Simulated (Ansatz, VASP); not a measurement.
# InGaAs2 in VASP and in Ansatz

The input POSCAR:

```
InGaAs2
1.0
    4.2250012014      0.0000000000      0.0000000000
    0.0000000000      4.2250012014      0.0000000000
    0.0000000000      0.0000000000      5.9621480000
In Ga As
1 1 2
Direct
    0.0000000000      0.0000000000      0.5000000000
    0.5000000000      0.5000000000      0.0000000000
    0.5000000000      0.0000000000      0.7684750000
    0.0000000000      0.5000000000      0.2315250000
```

File INCAR.step1:

```
PREC = Accurate ; ENCUT = 520
ISMEAR = 0 ; SIGMA = 0.03
LREAL = False ; LASPH = True
NELM = 60 ; NBANDS = 26
GGA = PE ; ALGO = Normal
EDIFF = 1E-4 ; LWAVE = True
LCHARG = False
```

Contents of INCAR.step2:

```
PREC = Accurate ; ENCUT = 520
EDIFF = 1E-6 ; ISMEAR = 0
SIGMA = 0.03 ; LREAL = False
LASPH = True ; NELM = 60
ALGO = Normal ; ISIF = 2
LWAVE = False ; LCHARG = False
METAGGA = R2SCAN ; LMIXTAU = True
NBANDS = 26 ; ISTART = 1
```

The input KPOINTS:

```
Automatic mesh
0
Gamma
  10 10 6
```

Input for Ansatz:

```yaml
crystal:
  lattice:
    - [4.2250012014, 0.0, 0.0]
    - [0.0, 4.2250012014, 0.0]
    - [0.0, 0.0, 5.962148]
  atoms:
    - { symbol: In, position: [0.0, 0.0, 0.5] }
    - { symbol: Ga, position: [0.5, 0.5, 0.0] }
    - { symbol: As, position: [0.5, 0.0, 0.768475] }
    - { symbol: As, position: [0.0, 0.5, 0.231525] }
basis:
  ecutwfc: 500
kpoints:
  mp_grid: { grid: [10, 10, 6] }
hamiltonian:
  xc: r2scan
scf:
  occupations: { method: gaussian, width: 0.03 }
output:
  forces: true
  stress: true
  eigenvalues: true
  write_density: true
  write_potential: true
  elf: true
  volumetric_format: npy
```

Alike in both runs: task single point; functional r2SCAN; k mesh 10 × 10 × 6; occupations gaussian, width 0.03 eV; no spin polarisation.

|  | VASP | Ansatz |
| --- | --- | --- |
| version | VASP 6.6.1 | Ansatz 0.2.0 |
| potentials or method | VASP PAW PBE potentials, release 64 (In_d, Ga_d, As), cutoff 520 eV | scalar-relativistic, plane waves, PAW |
| valence electrons in the cell | 36 | 56 |

VASP gave:

```
gap on the k mesh at the Fermi level (eV)                     : 0.05
least direct gap on the mesh (eV)                             : 0.05
pressure (GPa)                                                : -2.4
traceless stress, the component that is largest in VASP (GPa) : 0.33
rms of the force components (eV/Å)                            : 0.022
```

Task: Which values does Ansatz return?

Result: gap on the k mesh at the Fermi level (eV): 0.06; least direct gap on the mesh (eV): 0.06; pressure (GPa): -2.4; traceless stress, the component that is largest in VASP (GPa): 0.33; rms of the force components (eV/Å): 0.023.

VASP's potentials were made for PBE, not for r2SCAN. Atom by atom the forces differ by 0.002 eV/Å (rms over components). VASP's potentials hold 36 valence electrons a cell and Ansatz's 56, so a difference there can come from the potentials and not from the codes.
